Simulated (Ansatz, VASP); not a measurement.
This is a calculation of Si for Ansatz 0.2.0.

Contents of input.yaml:

```yaml
crystal:
  lattice:
    - [0.0, 2.7218511865, 2.7218511865]
    - [2.7218511865, 0.0, 2.7218511865]
    - [2.7218511865, 2.7218511865, 0.0]
  atoms:
    - { symbol: Si, position: [0.5, 0.5, 0.5] }
    - { symbol: Si, position: [0.75, 0.75, 0.75] }
kpoints:
  mp_grid: { grid: [8, 8, 8] }
scf:
  occupations: { method: gaussian, width: 0.026 }
hamiltonian:
  xc: pbe
  pseudopotentials: { kind: all_electron, lapw: { basis_error: 0.001 } }
output:
  forces: true
  stress: true
  eigenvalues: true
```

Potentials or basis: all-electron LAPW, scalar-relativistic.

Run with:

```sh
$ ansatz run input.yaml --threads 1 --pin off --max-ram 3072MiB --backend cpu --events-out ev --progress --plain --runs-dir out
```

Q: Translate it to VASP 6.6.1. Potentials there: VASP PAW PBE potentials, release 64 (Si).

A: As run (the cutoff follows the program's own potentials):

INCAR

```
PREC = Accurate
ENCUT = 520
EDIFF = 1E-7
ISMEAR = 0
SIGMA = 0.026000000000000002
LREAL = False
LASPH = True
NELM = 80
ALGO = Normal
ISIF = 2
LWAVE = False
LCHARG = True
GGA = PE
LELF = True
LVHAR = True
NBANDS = 11
```

File KPOINTS:

```
Automatic mesh
0
Gamma
  8 8 8
```

File POSCAR:

```
Si
1.0
    0.0000000000      2.7218511865      2.7218511865
    2.7218511865      0.0000000000      2.7218511865
    2.7218511865      2.7218511865      0.0000000000
Si
2
Direct
    0.5000000000      0.5000000000      0.5000000000
    0.7500000000      0.7500000000      0.7500000000
```

Potentials or basis: VASP PAW PBE potentials, release 64 (Si).

Command:

```console
$ cat potpaw_PBE.64/Si/POTCAR > POTCAR
$ mpirun -np 1 vasp_std > vasp.out
```

Both were run:

|  | VASP | Ansatz | Ansatz less VASP |
| --- | --- | --- | --- |
| gap on the k mesh at the Fermi level (eV) | 0.63 | 0.63 | -0.001 |
| least direct gap on the mesh (eV) | 2.56 | 2.56 | -0.004 |
| pressure (GPa) | 1.3 | 1.3 | +0.05 |

Ansatz ran all-electron here, and VASP with PAW potentials.
